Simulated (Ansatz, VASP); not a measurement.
TiO2 in VASP and in Ansatz

```xyz
6
Lattice="-1.8132 1.8132 5.1507 1.8132 -1.8132 5.1507 1.8132 1.8132 -5.1507" Properties=species:S:1:pos:R:3 pbc="T T T"
Ti    0.0000    0.0000    0.0000
Ti    0.0000    1.8132    2.5753
O     0.0000    0.0000    2.1141
O     0.0000    1.8132    4.6895
O     0.0000    1.8132    0.4612
O     0.0000    0.0000    8.1873
```

Alike in both runs: task single point; functional PBE; k mesh 8 × 8 × 8; occupations gaussian, width 0.05 eV; no spin polarisation; Hubbard terms Ti d U = 4.0 eV.

|  | VASP | Ansatz |
| --- | --- | --- |
| version | VASP 6.6.1 | Ansatz 0.2.0 |
| potentials or method | VASP PAW PBE potentials, release 64 (Ti_sv, O), cutoff 520 eV | scalar-relativistic, plane waves, PAW |
| valence electrons in the cell | 48 | 48 |

```tsv
	VASP	Ansatz	Ansatz less VASP
gap on the k mesh at the Fermi level (eV)	2.94	2.85	-0.088
least direct gap on the mesh (eV)	3.36	3.28	-0.088
pressure (GPa)	19.1	13.8	-5.24
traceless stress, the component that is largest in VASP (GPa)	-18.33	-15.66	+2.669
rms of the force components (eV/Å)	0.420	0.430	+0.0099
```

The programs project onto different local orbitals, so the same U acts differently, and such runs can settle in different states. Atom by atom the forces differ by 0.010 eV/Å (rms over components).
